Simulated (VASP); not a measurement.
# TiCo2 (Fd-3m) in VASP: further runs

Runs on TiCo2. Level: PBEsol. Tasks: single point.

Program: VASP 6.6.1. These are calculated values, not measurements. Logs are shortened: lines on timing, memory, paths and dates and some standing lists are left out, and cuts for length are marked.

### Step 1. The cell of the first run

The structure is cubic, space group Fd-3m (No. 227). The conventional cell has a = 6.419 Å, b = 6.419 Å, c = 6.419 Å, α = 90.00°, β = 90.00°, γ = 90.00°. Within 3.5 Å of Ti (site symmetry -43m) lie 12 Co at 2.66 Å and 4 Ti at 2.78 Å. Co (site symmetry -3m) has 6 Co at 2.27 Å and 6 Ti at 2.66 Å within 3.0 Å.

### Step 2. Single point, PBEsol (11.02 Å³/atom)

Contents of INCAR:

```
  PREC = Accurate
  ENCUT = 520
  EDIFF = 1E-6
  ISMEAR = 0
  SIGMA = 0.1
  LREAL = F
  LASPH = T
  NELM = 100
  ALGO = Fast
  ISIF = 2
  LWAVE = F
  LCHARG = F
  GGA = PS
  NBANDS = 39
```

Contents of KPOINTS:

```
Automatic mesh
0
Gamma
  10 10 10
```

Contents of POSCAR:

```
TiCo2
1.0
    0.0000000000      3.2094360098      3.2094360098
    3.2094360098      0.0000000000      3.2094360098
    3.2094360098      3.2094360098      0.0000000000
Ti Co
2 4
Direct
    0.5000000000      0.5000000000      0.5000000000
    0.7500000000      0.7500000000      0.7500000000
    0.1250000000      0.1250000000      0.1250000000
    0.6250000000      0.1250000000      0.1250000000
    0.1250000000      0.1250000000      0.6250000000
    0.1250000000      0.6250000000      0.1250000000
```

Potentials or basis: VASP PAW PBE potentials, release 64 (Ti_sv, Co).

Command:

```bash
cat potpaw_PBE.64/Ti_sv/POTCAR potpaw_PBE.64/Co/POTCAR > POTCAR
mpirun -np 1 vasp_std > vasp.out
```

OUTCAR:

```text
PREC = Accurate
   ENCUT = 520
   EDIFF = 1E-6
   ISMEAR = 0
   LREAL = F
   LASPH = T
   NELM = 100
   ISIF = 2
   GGA = PS

 ion  position               nearest neighbor table
   1  0.500  0.500  0.500-   3 2.66   3 2.66   3 2.66   4 2.66   5 2.66   6 2.66   6 2.66   4 2.66
                             6 2.66   5 2.66   4 2.66   5 2.66   2 2.78   2 2.78   2 2.78   2 2.78
   2  0.750  0.750  0.750-   4 2.66   5 2.66   6 2.66   3 2.66   3 2.66   3 2.66   4 2.66   4 2.66
                             5 2.66   6 2.66   5 2.66   6 2.66   1 2.78   1 2.78   1 2.78   1 2.78
   3  0.125  0.125  0.125-   4 2.27   5 2.27   6 2.27   5 2.27   6 2.27   4 2.27   1 2.66   2 2.66
                             1 2.66   2 2.66   1 2.66   2 2.66
   4  0.625  0.125  0.125-   3 2.27   5 2.27   6 2.27   3 2.27   5 2.27   6 2.27   1 2.66   2 2.66
                             2 2.66   1 2.66   2 2.66   1 2.66
   5  0.125  0.125  0.625-   3 2.27   3 2.27   4 2.27   6 2.27   6 2.27   4 2.27   1 2.66   2 2.66
                             1 2.66   2 2.66   1 2.66   2 2.66
   6  0.125  0.625  0.125-   3 2.27   5 2.27   3 2.27   4 2.27   5 2.27   4 2.27   1 2.66   2 2.66
                             1 2.66   2 2.66   1 2.66   2 2.66

  LATTYP: Found a face centered cubic cell.
 ALAT       =     6.4188720196

  Lattice vectors:

 A1 = (   0.0000000000,   3.2094360098,   3.2094360098)
 A2 = (   3.2094360098,   0.0000000000,   3.2094360098)
 A3 = (   3.2094360098,   3.2094360098,   0.0000000000)

Analysis of symmetry for initial positions (statically):
=====================================================================
 Subroutine PRICEL returns:
 Original cell was already a primitive cell.

 Routine SETGRP: Setting up the symmetry group for a
 face centered cubic supercell.

 Subroutine GETGRP returns: Found 48 space group operations
 (whereof 24 operations were pure point group operations)
 out of a pool of 48 trial point group operations.

The static configuration has the point symmetry T_d .
 The point group associated with its full space group is O_h .

Analysis of symmetry for dynamics (positions and initial velocities):
=====================================================================
 Subroutine PRICEL returns:
 Original cell was already a primitive cell.

 Routine SETGRP: Setting up the symmetry group for a
 face centered cubic supercell.

 Subroutine GETGRP returns: Found 48 space group operations
 (whereof 24 operations were pure point group operations)
 out of a pool of 48 trial point group operations.

The dynamic configuration has the point symmetry T_d .
 The point group associated with its full space group is O_h .

 Subroutine INISYM returns: Found 48 space group operations
 (whereof 24 operations are pure point group operations),
 and found     1 'primitive' translations

[... 111 lines left out ...]
   TEBEG  =    0.0;   TEEND  =   0.0 temperature during run
   PSTRESS=    0.0 pullay stress
   NELECT =      60.0000    total number of electrons
   NUPDOWN=      -1.0000    fix difference up-down
   EMIN   =  10.00;   EMAX   =-10.00  energy-range for DOS
   EFERMI =   0.00;   METHOD = LEGACY
   ISMEAR =     0;   SIGMA  =   0.10  broadening in eV -4-tet -1-fermi 0-gaus
   EFERMI_NEDOS =   21; number of points for ismear=-14 and -15
   IALGO  =     68    algorithm
   IMIX   =      4    mixing-type and parameters
     AMIX     =   0.40;   BMIX     =  1.00
     AMIX_MAG =   1.60;   BMIX_MAG =  1.00
  volume/ion in A,a.u.               =      11.02        74.36
  Fermi-wavevector in a.u.,A,eV,Ry     =   1.584966  2.995151 34.179416  2.512116
  Thomas-Fermi vector in A             =   2.684503
   LORBIT       =      0    0 simple, 1 ext, 2 COOP (PROOUT), +10 PAW based schemes
   GGA     = PS    functional components
   LHFCALC =     F    Hartree Fock is set to
   AEXX    =    0.0000 exact exchange contribution
   IVDW    =     0    specifies the selected vdW correction
   LEPSILON=     F    determine dielectric tensor
   LRPA    =     F    only Hartree local field effects (RPA)
 non-spin polarized calculation
 RMM-DIIS sequential band-by-band and
 Gauss-broadening in eV      SIGMA  =   0.10
  energy-cutoff  :      520.00
  volume of cell :       66.12
 maximum number of plane-waves:      1807
 NGX is ok and might be reduce to    36
   NGX = 17   NGY = 17   NGZ = 17

 number of electron      60.0000029 magnetization

 Free energy of the ion-electron system (eV)
  ---------------------------------------------------
  ext. energy  EPLUGINS =         0.00000000
  ---------------------------------------------------
  free energy    TOTEN  =       -49.56142634 eV

  energy without entropy =      -49.52317000  energy(sigma->0) =      -49.54229817

 E-fermi :  11.5236     XC(G=0): -13.6801

 val. band max:       11.5121578557   @ k =   0.5000   0.4000   0.0000
 cond. band min:      11.5297151972   @ k =   0.5000   0.3000   0.1000
 fundamental gap:      0.0175573415
 Fermi energy:        11.5236332815

 k-point     1 :       0.0000    0.0000    0.0000
  band No.  band energies     occupation
      1     -45.2076      2.00000
      2     -45.0668      2.00000
      3     -21.6577      2.00000
      4     -21.6577      2.00000
      5     -21.6577      2.00000
      6     -21.3767      2.00000
[... 997 lines left out ...]
     38      13.8915      0.00000
     39      14.2210      0.00000

 [... further k-points ...]

------------------------ aborting loop because EDIFF is reached ----------------------------------------

  FORCE on cell =-STRESS in cart. coord.  units (eV):
  Direction    XX          YY          ZZ          XY          YZ          ZX
  --------------------------------------------------------------------------------------
  -------------------------------------------------------------------------------------
  Total        6.3515125      6.3515125      6.3515125      0.0000000     -0.0000000      0.0000000
  in kB      153.9116815    153.9116815    153.9116815      0.0000000     -0.0000000      0.0000000
  external PRESSURE =     153.9116815 kB  Pullay stress =       0.0000000 kB

 VOLUME and BASIS-vectors are now :
 -----------------------------------------------------------------------------
  energy-cutoff  :      520.00
  volume of cell :       66.12
      direct lattice vectors                 reciprocal lattice vectors
     0.000000000  3.209436010  3.209436010    -0.155790612  0.155790612  0.155790612
     3.209436010  0.000000000  3.209436010     0.155790612 -0.155790612  0.155790612
     3.209436010  3.209436010  0.000000000     0.155790612  0.155790612 -0.155790612

 POSITION                                       TOTAL-FORCE (eV/Angst)
 -----------------------------------------------------------------------------------
      3.20944      3.20944      3.20944        -0.000000     -0.000000     -0.000000
      4.81415      4.81415      4.81415        -0.000000      0.000000      0.000000
      0.80236      0.80236      0.80236         0.000000     -0.000000     -0.000000
      0.80236      2.40708      2.40708         0.000000     -0.000000     -0.000000
      2.40708      2.40708      0.80236         0.000000     -0.000000     -0.000000
      2.40708      0.80236      2.40708         0.000000     -0.000000     -0.000000
 -----------------------------------------------------------------------------------
    total drift:                                0.000000      0.000000      0.000000

  FREE ENERGIE OF THE ION-ELECTRON SYSTEM (eV)
  ---------------------------------------------------
  free  energy   TOTEN  =       -49.5614263435 eV

  energy  without entropy=      -49.5231699999  energy(sigma->0) =      -49.54229817
```

It took 9.6 min on 1 thread of Intel Xeon 8259CL, shared host; peak memory 0.27 GiB.

What came out:

```yaml
Free_energy: -49.5614 eV
Pressure: 15.4 GPa
Band_gap_on_the_k_mesh: zero (bands 30 and 31 overlap by 0.85 eV)
```

Levels at points of the mesh, in eV from the Fermi level:
```tsv
k point	band 28	band 29	band 30	band 31	band 32	band 33
(0.00, 0.00, 0.00)	-0.71	-0.62	-0.62	-0.62	0.94	0.94
(0.50, 0.00, 0.00)	-0.42	-0.42	0.11	0.11	0.60	0.60
(0.50, 0.50, 0.00)	-0.64	-0.59	-0.59	-0.03	-0.03	0.99
```

Caveat: the cell stands under pressure; the PAW data sets were made with another functional, which shifts forces and pressure a little; the run has no spin polarisation, though such a crystal can be magnetic.

(Part 1 of 2 ends here.)
